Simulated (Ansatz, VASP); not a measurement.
**One calculation of Pd, two programs**

```
Pd
1.0
     0.00000    1.97347    1.97347
     1.97347    0.00000    1.97347
     1.97347    1.97347    0.00000
Pd
1
Direct
  0.00000 0.00000 0.00000
```

Alike in both runs: task single point; functional PBE; k mesh 14 × 14 × 14; occupations gaussian, width 0.01 eV; no spin polarisation.

```csv
,VASP,Ansatz
version,VASP 6.6.1,Ansatz 0.2.0
potentials or method,"VASP PAW PBE potentials, release 64 (Pd), cutoff 520 eV","plane waves (420 eV) with PAW, scalar-relativistic"
valence electrons in the cell,10,18
```

|  | VASP | Ansatz | Ansatz less VASP |
| --- | --- | --- | --- |
| pressure (GPa) | -0.7 | -0.5 | +0.28 |

With one functional, cell and mesh, what is left measures potentials, basis and numerics. VASP's potentials hold 10 valence electrons a cell and Ansatz's 18, so a difference there can come from the potentials and not from the codes.
